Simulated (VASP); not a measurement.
A run of VASP 6.6.1 is set up as follows.

Contents of POSCAR:

```
ZrC
1.0
    0.0000000000      2.3557581822      2.3557581822
    2.3557581822      0.0000000000      2.3557581822
    2.3557581822      2.3557581822      0.0000000000
Zr C
1 1
Direct
    0.5000000000      0.5000000000      0.5000000000
    0.0000000000      0.0000000000      0.0000000000
```

The input INCAR.step1:

```
SYSTEM = ZrC
PREC     = Accurate       ! precision mode
ENCUT    = 520            ! plane-wave cutoff, eV
ISMEAR   = 0              ! smearing method
SIGMA    = 0.1            ! smearing width, eV
LREAL    = .False.        ! projectors in reciprocal space
LASPH    = .True.         ! aspherical terms in the spheres
NELM     = 80             ! most SCF steps
NBANDS   = 15             ! bands
GGA      = PE             ! functional
ALGO     = Normal         ! electronic algorithm
EDIFF    = 1E-4           ! SCF threshold, eV
LWAVE    = .True.         ! write WAVECAR
LCHARG   = .False.        ! write CHGCAR
```

INCAR.step2

```
SYSTEM = ZrC
PREC     = Accurate       ! precision mode
ENCUT    = 520            ! plane-wave cutoff, eV
EDIFF    = 1E-7           ! SCF threshold, eV
ISMEAR   = 0              ! smearing method
SIGMA    = 0.1            ! smearing width, eV
LREAL    = .False.        ! projectors in reciprocal space
LASPH    = .True.         ! aspherical terms in the spheres
NELM     = 80             ! most SCF steps
ALGO     = Normal         ! electronic algorithm
ISIF     = 2              ! what is computed and relaxed
LWAVE    = .False.        ! write WAVECAR
LCHARG   = .False.        ! write CHGCAR
METAGGA  = R2SCAN         ! meta-GGA
LMIXTAU  = .True.       
NBANDS   = 15             ! bands
ISTART   = 1
```

File KPOINTS:

```
Automatic mesh
0
Gamma
  16 16 16
  0 0 0
```

Potentials or basis: VASP PAW PBE potentials, release 64 (Zr_sv, C).

Launch:

```sh
$ cat potpaw_PBE.64/Zr_sv/POTCAR potpaw_PBE.64/C/POTCAR > POTCAR
$ cp INCAR.step1 INCAR
$ mpirun -np 1 vasp_std > vasp.out
$ cp INCAR.step2 INCAR
$ mpirun -np 1 vasp_std > vasp.out
```

Predict the band gap on the k mesh.

zero (band 8 reaches 10.49 eV, above the bottom of band 9 at 9.16 eV).

What does it give for the pressure?

0.2 GPa.

Caveat: the PAW data sets were made with another functional, which shifts forces and pressure a little.
